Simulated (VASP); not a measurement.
A run of VASP 6.6.1 is set up as follows.

The input INCAR:

```
SYSTEM = CaTiOs2Br2
PREC = Accurate ; ENCUT = 520
EDIFF = 1E-6 ; ISMEAR = 0
SIGMA = 0.1 ; LREAL = .FALSE.
LASPH = .TRUE. ; NELM = 80
ALGO = Normal ; ISIF = 2
LWAVE = .FALSE. ; LCHARG = .TRUE.
GGA = PE ; LELF = .TRUE.
LVHAR = .TRUE. ; NBANDS = 35
```

KPOINTS

```
Automatic mesh
0
G
  8 8 4
  0 0 0
```

Contents of POSCAR:

```
CaTiOs2Br2
1.0
    3.6271847284      0.0000000000      0.0000000000
    0.0000000000      3.6271847284      0.0000000000
    0.0000000000      0.0000000000     11.4743778793
Ca Ti Os Br
1 1 2 2
Direct
    0.0000000000      0.0000000000      0.7940461446
    0.5000000000      0.5000000000      0.1831509692
    0.5000000000      0.0000000000      0.0205909344
    0.0000000000      0.5000000000      0.0205909344
    0.5000000000      0.5000000000      0.6650926128
    0.0000000000      0.0000000000      0.3165293545
```

Potentials or basis: VASP PAW PBE potentials, release 64 (Ca_sv, Ti_sv, Os, Br).

Run with:

```sh
$ cat potpaw_PBE.64/Ca_sv/POTCAR potpaw_PBE.64/Ti_sv/POTCAR potpaw_PBE.64/Os/POTCAR potpaw_PBE.64/Br/POTCAR > POTCAR
$ mpirun -np 1 vasp_std > vasp.out
```

**Question.** Predict the band gap on the k mesh.

**Answer.** Zero (bands 26 and 27 overlap by 1.19 eV).

**Question.** Estimate the pressure.

**Answer.** 0.0 GPa.

Forces in eV/Å, atoms in the order of the input:
```
Ca   0.000  0.000  0.012
Ti   0.000  0.000 -0.004
Os   0.000  0.000  0.000
Os   0.000  0.000  0.000
Br   0.000  0.000 -0.016
Br   0.000  0.000  0.008
```

Caveat: spin-orbit coupling is left out, which moves the levels of the heavy elements.
